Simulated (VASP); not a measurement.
**SiC: single point with LDA**

The system is SiC.

```xyz
12
Lattice="1.5297 -2.6494 0.0000 1.5297 2.6494 0.0000 0.0000 0.0000 15.0103" Properties=species:S:1:pos:R:3 pbc="T T T"
Si    1.5297    1.7663   12.8744
Si    1.5297   -1.7663    5.3692
Si    1.5297    0.0000    7.8726
Si    1.5297    0.0000    0.3675
Si    1.5297   -1.7663   10.3753
Si    1.5297    1.7663    2.8702
C     1.5297    0.0000    9.7543
C     1.5297    0.0000    2.2491
C     1.5297    1.7663   14.7506
C     1.5297   -1.7663    7.2454
C     1.5297   -1.7663   12.2515
C     1.5297    1.7663    4.7463
```

```yaml
Program: VASP 6.6.1
Task: single point
Functional: LDA
Potentials_or_basis: VASP PAW LDA potentials, release 64 (Si, C)
Cutoff: 520 eV
k_mesh: 8 × 8 × 2
Occupations: gaussian, width 0.01 eV
Spin: no spin polarisation
```

```yaml
Pressure: 0.4 GPa
Band_gap_on_the_k_mesh: 1.97 eV, indirect (least direct gap 3.07 eV)
```

Levels at points of the mesh, in eV from the valence-band top:
| k point | band 21 | band 22 | band 23 | band 24 | band 25 | band 26 | band 27 | band 28 |
| --- | --- | --- | --- | --- | --- | --- | --- | --- |
| (0.00, 0.00, 0.00) | -0.30 | -0.04 | 0.00 | 0.00 | 5.31 | 5.48 | 5.90 | 6.41 |
| (0.50, 0.00, 0.00) | -1.83 | -1.80 | -1.69 | -1.11 | 1.97 | 2.16 | 3.16 | 3.86 |
| (0.00, 0.00, 0.50) | -0.10 | -0.10 | -0.10 | -0.10 | 5.38 | 5.38 | 6.12 | 6.12 |
| (0.50, 0.00, 0.50) | -1.73 | -1.73 | -1.32 | -1.32 | 2.01 | 2.01 | 3.38 | 3.38 |

Run time: 39 s on 1 thread of Intel(R) Xeon(R) Platinum 8488C (Sapphire Rapids), on a shared host, peak memory 0.22 GiB.

A k mesh can miss the band edges.
